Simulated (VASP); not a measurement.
# AlCo in VASP: notebook

The runs below take AlCo through single point, with PBEsol.

All numbers are computed with VASP 6.6.1; they aren't measurements. Logs are shortened: lines on timing, memory, paths and dates and some standing lists are left out, and cuts for length are marked.

## Step 1: The cell of the first run

The typed cell holds 2 atoms: a = 4.001 Å, b = 4.001 Å, c = 2.826 Å, α = 44.94°, β = 135.06°, γ = 120.00°.

## Step 2: Single point, PBEsol

The input, INCAR:

```
SYSTEM = AlCo
PREC = Accurate
ENCUT = 520
EDIFF = 1E-6
ISMEAR = 0
SIGMA = 0.1
LREAL = .False.
LASPH = .True.
NELM = 100
ALGO = Fast
ISIF = 2
LWAVE = .False.
LCHARG = .False.
GGA = PS
ISYM = 0
NBANDS = 13
```

The input, KPOINTS:

```
regular mesh
0
Gamma
  9 9 21
  0 0 0
```

The input, POSCAR:

```
AlCo
1.0
    4.0007767834      0.0000000108     -0.0003862302
   -2.0003883824      3.4647743346      0.0003862302
   -2.0005452838      1.1550153581      1.6283739254
Al Co
1 1
Direct
    0.0000000000      0.0000000000      0.0000000000
    0.5000000000      0.5000000000      0.5000000000
```

Potentials or basis: VASP PAW PBE potentials, release 64 (Al, Co).

Launch:

```bash
$ cat potpaw_PBE.64/Al/POTCAR potpaw_PBE.64/Co/POTCAR > POTCAR
$ mpirun -np 1 vasp_std > vasp.out
```

OUTCAR:

```text
SYSTEM = AlCo
   PREC = Accurate
   ENCUT = 520
   EDIFF = 1E-6
   ISMEAR = 0
   LREAL = .False.
   LASPH = .True.
   NELM = 100
   ISIF = 2
   GGA = PS
   ISYM = 0

 ion  position               nearest neighbor table
   1  0.000  0.000  0.000-   2 2.44   2 2.45   2 2.45   2 2.45   2 2.45   2 2.45   2 2.45
   2  0.500  0.500  0.500-   1 2.44   1 2.45   1 2.45   1 2.45   1 2.45   1 2.45   1 2.45

IMPORTANT INFORMATION: All symmetrisations will be switched off!
NOSYMM: (Re-)initialisation of all symmetry stuff for point group C_1.

----------------------------------------------------------------------------------------

                                     Primitive cell

  volume of cell :      22.5686

  direct lattice vectors                    reciprocal lattice vectors
     4.000776783  0.000000011 -0.000386230     0.249971227  0.144298130  0.204751622
    -2.000388382  3.464774335  0.000386230    -0.000019767  0.288630497 -0.204751622
    -2.000545284  1.155015358  1.628373925     0.000059295 -0.000034234  0.614206692

  length of vectors
     4.000776802  4.000776802  2.826277331     0.353879628  0.353879628  0.614206696

  position of ions in fractional coordinates (direct lattice)
     0.000000000  0.000000000  0.000000000
     0.500000000  0.500000000  0.500000000

  ion indices of the primitive-cell ions
   primitive index   ion index
                 1           1
                 2           2

----------------------------------------------------------------------------------------

 KPOINTS: regular mesh

Automatic generation of k-mesh.
 Grid dimensions read from file:
 generate k-points for:    9    9   21

 Generating k-lattice:

  Cartesian coordinates                     Fractional coordinates (reciprocal lattice)
     0.027774581  0.016033126  0.022750180     0.111111111 -0.000000000 -0.000000000
    -0.000002196  0.032070055 -0.022750180     0.000000000  0.111111111 -0.000000000
     0.000002824 -0.000001630  0.029247938     0.000000000  0.000000000  0.047619048

  Length of vectors
     0.039319959  0.039319959  0.029247938

  Shift w.r.t. Gamma in fractional coordinates (k-lattice)
     0.000000000  0.000000000  0.000000000

 Subroutine IBZKPT returns following result:
 ===========================================

 Found    851 irreducible k-points:

 Following reciprocal coordinates:
            Coordinates               Weight
  0.000000  0.000000  0.000000      1.000000
  0.111111  0.000000  0.000000      2.000000
 -0.000000  0.111111  0.000000      2.000000
  0.222222  0.000000  0.000000      2.000000
 -0.000000  0.222222 -0.000000      2.000000
  0.333333  0.000000  0.000000      2.000000
[... 16 lines left out ...]
 -0.111111  0.111111 -0.000000      2.000000
  0.222222  0.222222  0.000000      2.000000
 [... further k-points ...]
   k-points           NKPTS =    851   k-points in BZ     NKDIM =    851   number of bands    NBANDS=     13
   number of dos      NEDOS =    301   number of ions     NIONS =      2
   total plane-waves  NPLWV =  21600
   dimension x,y,z NGX =    30 NGY =   30 NGZ =   24
   dimension x,y,z NGXF=    60 NGYF=   60 NGZF=   48
   ions per type =               1   1
   NGX,Y,Z   is equivalent  to a cutoff of  12.47, 12.47, 14.12 a.u.
   NGXF,Y,Z  is equivalent  to a cutoff of  24.93, 24.93, 28.23 a.u.
 SYSTEM =  AlCo
   PREC   = accura    normal or accurate (medium, high low for compatibility)
   ISTART =      0    job   : 0-new  1-cont  2-samecut
   ICHARG =      2    charge: 1-file 2-atom 10-const
   ISPIN  =      1    spin polarized calculation?
   LNONCOLLINEAR =      F non collinear calculations
   LSORBIT =      F    spin-orbit coupling
   LASPH  =      T    aspherical Exc in radial PAW
   ENCUT  =  520.0 eV  38.22 Ry    6.18 a.u.   7.44  7.44  5.26*2*pi/ulx,y,z
   NELM   =    100;   NELMIN=  2; NELMDL= -5     # of ELM steps
   EDIFF  = 0.1E-05   stopping-criterion for ELM
   LREAL  =      F    real-space projection
   EDIFFG = 0.1E-04   stopping-criterion for IOM
   NSW    =      0    number of steps for IOM
   IBRION =     -1    ionic relax: 0-MD 1-quasi-New 2-CG
   NFREE  =      0    steps in history (QN), initial steepest desc. (CG)
   ISIF   =      2    stress and relaxation
   ISYM   =      0    0-nonsym 1-usesym 2-fastsym
   POTIM  = 0.5000    time-step for ionic-motion
   TEBEG  =    0.0;   TEEND  =   0.0 temperature during run
   PSTRESS=    0.0 pullay stress
   NELECT =      12.0000    total number of electrons
   NUPDOWN=      -1.0000    fix difference up-down
   EMIN   =  10.00;   EMAX   =-10.00  energy-range for DOS
   EFERMI =   0.00;   METHOD = LEGACY
   ISMEAR =     0;   SIGMA  =   0.10  broadening in eV -4-tet -1-fermi 0-gaus
   EFERMI_NEDOS =   21; number of points for ismear=-14 and -15
   IALGO  =     68    algorithm
   IMIX   =      4    mixing-type and parameters
     AMIX     =   0.40;   BMIX     =  1.00
     AMIX_MAG =   1.60;   BMIX_MAG =  1.00
  volume/ion in A,a.u.               =      11.28        76.15
  Fermi-wavevector in a.u.,A,eV,Ry     =   1.326275  2.506297 23.932731  1.759006
  Thomas-Fermi vector in A             =   2.455674
   LORBIT       =      0    0 simple, 1 ext, 2 COOP (PROOUT), +10 PAW based schemes
   GGA     = PS    functional components
   LHFCALC =     F    Hartree Fock is set to
   AEXX    =    0.0000 exact exchange contribution
   IVDW    =     0    specifies the selected vdW correction
   LEPSILON=     F    determine dielectric tensor
   LRPA    =     F    only Hartree local field effects (RPA)
 non-spin polarized calculation
 RMM-DIIS sequential band-by-band and
 Gauss-broadening in eV      SIGMA  =   0.10
  energy-cutoff  :      520.00
  volume of cell :       22.57
 maximum number of plane-waves:       624
 NGX is ok and might be reduce to    30
   NGX = 15   NGY = 15   NGZ = 11

 number of electron      12.0000000 magnetization

 Free energy of the ion-electron system (eV)
  ---------------------------------------------------
  ext. energy  EPLUGINS =         0.00000000
  ---------------------------------------------------
  free energy    TOTEN  =       -13.08407493 eV

  energy without entropy =      -13.08083500  energy(sigma->0) =      -13.08245497

 E-fermi :  10.7995     XC(G=0): -12.5089

 val. band max:       10.7938099900   @ k =   0.3333   0.1111  -0.4762
 cond. band min:      10.8043753355   @ k =   0.1111   0.4444  -0.4762
 fundamental gap:      0.0105653456
 Fermi energy:        10.7995395126

 k-point     1 :       0.0000    0.0000    0.0000
  band No.  band energies     occupation
      1      -0.4515      2.00000
      2       7.6930      2.00000
      3       7.6940      2.00000
      4       9.9401      2.00000
      5       9.9482      2.00000
      6       9.9484      2.00000
      7      16.8680      0.00000
      8      16.8843      0.00000
      9      16.8881      0.00000
     10      19.6477      0.00000
     11      19.6489      0.00000
     12      26.4233      0.00000
     13      32.6947      0.00000

 k-point     2 :       0.1111    0.0000    0.0000
  band No.  band energies     occupation
      1      -0.2135      2.00000
      2       7.6654      2.00000
      3       7.7599      2.00000
      4       9.8160      2.00000
      5       9.8221      2.00000
      6       9.9594      2.00000
      7      15.0875      0.00000
      8      17.2018      0.00000
      9      17.2140      0.00000
     10      19.6109      0.00000
     11      21.2690      0.00000
     12      27.1937      0.00000
     13      30.6443      0.00000

 k-point     3 :      -0.0000    0.1111    0.0000
  band No.  band energies     occupation
      1      -0.2135      2.00000
      2       7.6654      2.00000
      3       7.7599      2.00000
      4       9.8160      2.00000
      5       9.8221      2.00000
      6       9.9594      2.00000
      7      15.0875      0.00000
      8      17.2018      0.00000
      9      17.2140      0.00000
     10      19.6109      0.00000
     11      21.2690      0.00000
     12      27.1937      0.00000
     13      30.6450      0.00000

 k-point     4 :       0.2222    0.0000    0.0000
  band No.  band energies     occupation
      1       0.4902      2.00000
      2       7.4099      2.00000
      3       7.9333      2.00000
      4       9.5241      2.00000
      5       9.5313      2.00000
      6       9.9940      2.00000
      7      12.8156      0.00000
      8      18.1055      0.00000
      9      18.1158      0.00000
     10      19.5058      0.00000
     11      23.0568      0.00000
     12      27.9336      0.00000
     13      27.9384      0.00000

 k-point     5 :      -0.0000    0.2222   -0.0000
  band No.  band energies     occupation
      1       0.4902      2.00000
      2       7.4099      2.00000
      3       7.9333      2.00000
      4       9.5241      2.00000
      5       9.5313      2.00000
      6       9.9940      2.00000
      7      12.8156      0.00000
      8      18.1055      0.00000
      9      18.1158      0.00000
     10      19.5058      0.00000
     11      23.0568      0.00000
     12      27.9336      0.00000
     13      27.9384      0.00000
[... 257 lines left out ...]
 k-point    22 :       0.1111   -0.2222    0.0000
  band No.  band energies     occupation
      1       0.7220      2.00000
      2       7.5011      2.00000
      3       7.9297      2.00000
      4       9.3641      2.00000
      5       9.5426      2.00000
      6       9.8815      2.00000
      7      12.9933      0.00000
      8      16.1690      0.00000
      9      18.4219      0.00000
     10      20.5831      0.00000
     11      24.1632      0.00000
     12      26.0574      0.00000
     13      28.0733      0.00000

 k-point    23 :      -0.1111    0.1111   -0.0000
  band No.  band energies     occupation
      1       0.0237      2.00000
      2       7.7056      2.00000
      3       7.7711      2.00000
      4       9.6752      2.00000
      5       9.8039      2.00000
      6       9.8668      2.00000
      7      15.0428      0.00000
      8      15.6986      0.00000
      9      17.5298      0.00000
     10      20.4208      0.00000
     11      22.2490      0.00000
     12      27.8223      0.00000
     13      28.6245      0.00000

 k-point    24 :       0.2222    0.2222    0.0000
  band No.  band energies     occupation
      1       1.3920      2.00000
      2       7.7304      2.00000
      3       7.7735      2.00000
      4       9.0491      2.00000
      5       9.5434      2.00000
      6       9.6561      2.00000
      7      12.9548      0.00000
      8      14.5174      0.00000
      9      19.2737      0.00000
     10      20.7127      0.00000
     11      23.8498      0.00000
     12      26.4792      0.00000
     13      28.3273      0.00000

 [... further k-points ...]

------------------------ aborting loop because EDIFF is reached ----------------------------------------

  FORCE on cell =-STRESS in cart. coord.  units (eV):
  Direction    XX          YY          ZZ          XY          YZ          ZX
  --------------------------------------------------------------------------------------
  -------------------------------------------------------------------------------------
  Total       -0.1949213     -0.2033778     -0.0562653     -0.0073207     -0.0005471      0.0009326
  in kB      -13.8377387    -14.4380801     -3.9943557     -0.5197042     -0.0388391      0.0662083
  external PRESSURE =     -10.7567248 kB  Pullay stress =       0.0000000 kB

 VOLUME and BASIS-vectors are now :
 -----------------------------------------------------------------------------
  energy-cutoff  :      520.00
  volume of cell :       22.57
      direct lattice vectors                 reciprocal lattice vectors
     4.000776783  0.000000011 -0.000386230     0.249971227  0.144298130  0.204751622
    -2.000388382  3.464774335  0.000386230    -0.000019767  0.288630497 -0.204751622
    -2.000545284  1.155015358  1.628373925     0.000059295 -0.000034234  0.614206692

 POSITION                                       TOTAL-FORCE (eV/Angst)
 -----------------------------------------------------------------------------------
      0.00000      0.00000      0.00000        -0.000001      0.000001      0.000000
     -0.00008      2.30989      0.81419         0.000001     -0.000001     -0.000000
 -----------------------------------------------------------------------------------
    total drift:                                0.000001     -0.000001     -0.000001

  FREE ENERGIE OF THE ION-ELECTRON SYSTEM (eV)
  ---------------------------------------------------
  free  energy   TOTEN  =       -13.0840749258 eV

  energy  without entropy=      -13.0808350043  energy(sigma->0) =      -13.08245497
```

Run time: 5.1 min. Hardware: 1 thread of AMD EPYC 7R13 (Zen 3), shared host; peak memory 0.35 GiB.

What came out:

- Free energy: -13.0841 eV
- Pressure: -1.1 GPa
- Band gap on the k mesh: zero (bands 6 and 7 overlap by 2.39 eV)

Levels at points of the mesh, in eV from the Fermi level:
| k point | band 4 | band 5 | band 6 | band 7 | band 8 | band 9 |
| --- | --- | --- | --- | --- | --- | --- |
| (0.00, 0.00, 0.00) | -0.86 | -0.85 | -0.85 | 6.07 | 6.08 | 6.09 |

Caveat: the PAW data sets were made with another functional, which shifts forces and pressure a little; the run has no spin polarisation, though such a crystal can be magnetic. Spin polarisation is off, so any magnetic state and its effect on volume and gap are missing.

## Step 3: Single point, PBEsol

Changes to INCAR since step 2:

```diff
@@ -8,3 +8,3 @@
 LASPH = .True.
-NELM = 100
+NELM = 80
 ALGO = Fast
@@ -14,3 +14,3 @@
 GGA = PS
+NBANDS = 13
 ISYM = 0
-NBANDS = 13
```

KPOINTS is that of step 2.

The input, POSCAR:

```
AlCo
1.0
    4.0007768020      0.0000000000      0.0000000000
   -2.0003884010      3.4647743454      0.0000000000
   -2.0003884010      1.1549247818      1.6252035361
Al Co
1 1
Direct
    0.0000000000      0.0000000000      0.0000000000
    0.5000000000      0.5000000000      0.5000000000
```

Potentials or basis: VASP PAW PBE potentials, release 64 (Al, Co).

Launch:

```bash
$ cat potpaw_PBE.64/Al/POTCAR potpaw_PBE.64/Co/POTCAR > POTCAR
$ mpirun -np 1 vasp_std > vasp.out
```

Wall time 5.1 min (1 thread of AMD EPYC 7R13 (Zen 3), shared host); peak memory 0.35 GiB.

Results (log left out):

* Free energy: -13.0840 eV
* Pressure: -0.7 GPa
* Band gap on the k mesh: zero (bands 6 and 7 overlap by 2.41 eV)

Stress tensor (GPa, compression positive):
```
-1.23 -0.05 -0.02
-0.05 -1.28  0.01
-0.02  0.01  0.32
```

Levels at points of the mesh, in eV from the Fermi level:
| k point | band 3 | band 4 | band 5 | band 6 | band 7 | band 8 | band 9 | band 10 |
| --- | --- | --- | --- | --- | --- | --- | --- | --- |
| (0.00, 0.00, 0.00) | -3.11 | -0.87 | -0.85 | -0.85 | 6.07 | 6.10 | 6.10 | 8.86 |

Caveat: the PAW data sets were made with another functional, which shifts forces and pressure a little; the run has no spin polarisation, though such a crystal can be magnetic.
